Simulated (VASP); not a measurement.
Input of a VASP 6.6.1 run:

The input INCAR:

```
ALGO = Normal
EDIFF = 1E-6
ENCUT = 600
GGA = CA
GGA_COMPAT = False
ISIF = 2
ISMEAR = 0
LASPH = True
LCHARG = True
LELF = True
LREAL = False
LVHAR = True
LWAVE = False
NBANDS = 11
NELM = 120
PREC = Accurate
SIGMA = 0.01
```

The input KPOINTS:

```
k-points
0
Gamma
  10 10 10
```

POSCAR

```
SiC
1.0
   -0.0140111260      2.1721676711      2.1861787971
    2.1721676711     -0.0140111260      2.1861787971
    2.1581565452      2.1581565452      0.0000000000
Si C
1 1
Direct
   -0.0006011847     -0.0006011847      0.0006011847
    0.2506011847      0.2506011847      0.2493988153
```

Potentials or basis: VASP PAW LDA potentials, release 64 (Si, C).

Launch:

```console
$ cat potpaw_LDA.64/Si/POTCAR potpaw_LDA.64/C/POTCAR > POTCAR
$ mpirun -np 1 vasp_std > vasp.out
```

Question: What does it give for the band gap on the k mesh?

Answer: 1.20 eV, indirect (least direct gap 4.37 eV).

Question: Predict the pressure.

Answer: -3.5 GPa.

Stress tensor (GPa, compression positive):
```
-2.94  3.20  0.00
 3.20 -2.94  0.00
 0.00  0.00 -4.67
```

A k mesh can miss the band edges. LDA gaps usually lie below the measured ones, often by a third to a half.
